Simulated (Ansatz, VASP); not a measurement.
**Si3Ru: VASP beside Ansatz**

```xyz
4
Lattice="0.0000 3.0027 3.0027 3.0027 0.0000 3.0027 3.0027 3.0027 0.0000" Properties=species:S:1:pos:R:3 pbc="T T T"
Si    1.5013    1.5013    1.5013
Si    4.5040    4.5040    4.5040
Si    3.0027    3.0027    3.0027
Ru    0.0000    0.0000    0.0000
```

Change from the starting cell: species swapped into the Mn3Re type (Fm-3m, No. 225).

Alike in both runs: functional PBE; k mesh 6 × 6 × 6; occupations gaussian, width 0.1 eV; no spin polarisation.

Ansatz relaxed the structure, and its values are those at the end. VASP's run is a single point on that final structure, the one shown.

```csv
,VASP,Ansatz
version,VASP 6.6.1,Ansatz 0.2.0
potentials or method,"VASP PAW PBE potentials, release 64 (Si, Ru_pv), cutoff 520 eV","scalar-relativistic, plane waves, PAW"
valence electrons in the cell,26,28
```

|  | VASP | Ansatz | Ansatz less VASP |
| --- | --- | --- | --- |
| gap on the k mesh at the Fermi level (eV) | none | none | - |
| pressure (GPa) | 0.1 | 0.2 | +0.06 |

A gap of «none» marks a metal or a gap that the smearing closes. With one functional, cell and mesh, what is left measures potentials, basis and numerics. VASP's potentials hold 26 valence electrons a cell and Ansatz's 28, so a difference there can come from the potentials and not from the codes.
